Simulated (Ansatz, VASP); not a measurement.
One calculation of AlN, two programs

POSCAR

```
AlN
1.0
    0.0000000000      2.0561549610      2.0561549610
    2.0561549610      0.0000000000      2.0561549610
    2.0561549610      2.0561549610      0.0000000000
Al N
1 1
Direct
    0.5000000000      0.5000000000      0.5000000000
    0.0000000000      0.0000000000      0.0000000000
```

File INCAR.step1:

```
SYSTEM = AlN
PREC     = Accurate       ! precision mode
ENCUT    = 660            ! plane-wave cutoff, eV
ISMEAR   = 0              ! smearing method
SIGMA    = 0.02           ! smearing width, eV
LREAL    = .FALSE.        ! projectors in reciprocal space
LASPH    = .TRUE.         ! aspherical terms in the spheres
NELM     = 120            ! most SCF steps
NBANDS   = 11             ! bands
GGA      = PE             ! functional
ALGO     = Normal         ! electronic algorithm
EDIFF    = 1E-5           ! SCF threshold, eV
LWAVE    = .TRUE.         ! write WAVECAR
LCHARG   = .FALSE.        ! write CHGCAR
GGA_COMPAT= .FALSE.
```

INCAR.step2

```
SYSTEM = AlN
PREC     = Accurate       ! precision mode
ENCUT    = 660            ! plane-wave cutoff, eV
EDIFF    = 1E-6           ! SCF threshold, eV
ISMEAR   = 0              ! smearing method
SIGMA    = 0.02           ! smearing width, eV
LREAL    = .FALSE.        ! projectors in reciprocal space
LASPH    = .TRUE.         ! aspherical terms in the spheres
NELM     = 120            ! most SCF steps
ALGO     = Normal         ! electronic algorithm
ISIF     = 2              ! what is computed and relaxed
LWAVE    = .FALSE.        ! write WAVECAR
LCHARG   = .FALSE.        ! write CHGCAR
METAGGA  = R2SCAN         ! meta-GGA
LMIXTAU  = .TRUE.       
LUSE_VDW = .TRUE.       
IVDW_NL  = 2            
BPARAM   = 11.95        
CPARAM   = 0.0093       
NBANDS   = 11             ! bands
ISTART   = 1            
GGA_COMPAT= .FALSE.
```

The input KPOINTS:

```
regular mesh
0
G
  10 10 10
  0 0 0
```

Input for Ansatz:

```yaml
crystal:
  lattice:
    - [0.0, 2.056154961, 2.056154961]
    - [2.056154961, 0.0, 2.056154961]
    - [2.056154961, 2.056154961, 0.0]
  atoms:
    - { symbol: Al, position: [0.5, 0.5, 0.5] }
    - { symbol: "N", position: [0.0, 0.0, 0.0] }
basis:
  ecutwfc: 500
kpoints:
  mp_grid: { grid: [10, 10, 10] }
hamiltonian:
  xc: r2scan
  dispersion: rvv10
  pseudopotentials: { kind: paw }
scf:
  occupations: { method: gaussian, width: 0.02 }
output:
  forces: true
  stress: true
  eigenvalues: true
  write_density: true
  write_potential: true
  elf: true
  volumetric_format: npy
```

Alike in both runs: task single point; functional r2SCAN; dispersion rVV10; k mesh 10 × 10 × 10; occupations gaussian, width 0.02 eV; no spin polarisation.

```csv
,VASP,Ansatz
version,VASP 6.6.1,Ansatz 0.2.0
potentials or method,"VASP PAW PBE potentials, release 64 (Al, N), cutoff 660 eV","scalar-relativistic, plane waves, PAW"
valence electrons in the cell,8,8
```

```csv
,VASP,Ansatz,Ansatz less VASP
gap on the k mesh at the Fermi level (eV),4.96,4.96,0.000
least direct gap on the mesh (eV),5.75,5.71,-0.042
pressure (GPa),-15.1,-14.5,+0.63
```

VASP's potentials were made for PBE, not for r2SCAN.
